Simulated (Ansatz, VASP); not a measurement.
## One calculation of Na2MgScC6N6, two programs

```xyz
16
Lattice="0.0000 5.6131 5.6131 5.6131 0.0000 5.6131 5.6131 5.6131 0.0000" Properties=species:S:1:pos:R:3 pbc="T T T"
Na    2.8066    2.8066    2.8066
Na    8.4197    8.4197    8.4197
Mg    5.6131    5.6131    5.6131
Sc    0.0000    0.0000    0.0000
C     2.3039    5.6131    5.6131
C     5.6131    2.3039    5.6131
C     5.6131    5.6131    2.3039
C     8.9223    5.6131    5.6131
C     5.6131    8.9223    5.6131
C     5.6131    5.6131    8.9223
N     3.4777    5.6131    5.6131
N     5.6131    3.4777    5.6131
N     5.6131    5.6131    3.4777
N     7.7485    5.6131    5.6131
N     5.6131    7.7485    5.6131
N     5.6131    5.6131    7.7485
```

Alike in both runs: functional PBE; k mesh 4 × 4 × 4; occupations gaussian, width 0.1 eV; no spin polarisation.

Ansatz relaxed the structure, and its values are those at the end. VASP's run is a single point on that final structure, the one shown.

|  | VASP | Ansatz |
| --- | --- | --- |
| version | VASP 6.6.1 | Ansatz 0.2.0 |
| potentials or method | VASP PAW PBE potentials, release 64 (Na_pv, Mg, Sc_sv, C, N), cutoff 520 eV | scalar-relativistic, plane waves, PAW |
| valence electrons in the cell | 81 | 93 |

```csv
,VASP,Ansatz,Ansatz less VASP
gap on the k mesh at the Fermi level (eV),none,none,-
pressure (GPa),0.5,0.2,-0.32
rms of the force components (eV/Å),0.185,0.008,-0.1763
```

A gap of «none» marks a metal or a gap that the smearing closes. One of these differences is far larger than is usual between the two programs; its cause wasn't traced. With one functional, cell and mesh, what is left measures potentials, basis and numerics. VASP's potentials hold 81 valence electrons a cell and Ansatz's 93, so a difference there can come from the potentials and not from the codes.

Noted on VASP's run: the standard files for N, O and F lose accuracy on very short bonds.
